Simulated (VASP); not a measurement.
Write the native input for VASP 6.6.1 that does the following.

```yaml
Task: single point
Functional: PBE
Potentials_or_basis: VASP PAW PBE potentials, release 64 (Co)
Cutoff: 520 eV
k_mesh: 18 × 18 × 10
Occupations: gaussian, width 0.1 eV
Spin: collinear spin, ferromagnetic start
Starting_moments: "[1.93, 1.93] μB"
Dipole_correction: no
Further_INCAR_settings: ALGO = Normal; EDIFF = 1e-06; NBANDS = 20
```

The structure of Co lies in POSCAR:

```
Co
1.0
    2.4921449399      0.0000000000      0.0000000000
   -1.2460724699      2.1582608278      0.0000000000
    0.0000000000      0.0000000000      4.0337444168
Co
2
Direct
    0.6666666667      0.3333333333      0.2499980486
    0.3333333333      0.6666666667      0.7500019514
```

The input as run:

INCAR

```
SYSTEM = Co
PREC = Accurate
ENCUT = 520
EDIFF = 1E-6
ISMEAR = 0
SIGMA = 0.1
LREAL = .False.
LASPH = .True.
NELM = 150
ALGO = Normal
ISIF = 2
LWAVE = .False.
LCHARG = .True.
ISPIN = 2
MAGMOM = 1.93 1.93
LORBIT = 11
LMAXMIX = 4
GGA = PE
LELF = .True.
LVHAR = .True.
NBANDS = 20
```

KPOINTS

```
regular mesh
0
Gamma
  18 18 10
  0 0 0
```

Potentials or basis: VASP PAW PBE potentials, release 64 (Co).

Launch:

```bash
$ cat potpaw_PBE.64/Co/POTCAR > POTCAR
$ mpirun -np 1 vasp_std > vasp.out
```

It gave:

The pressure is -0.7 GPa, the net moment is 3.19 μB per cell and the site moments are Co +1.61 μB. The valence electrons inside the program's atomic spheres are Co 8.27.

It took 3.2 min on 1 thread of Oxide Virtual Turin-like Processor, with other jobs on the host, peak memory 0.21 GiB.
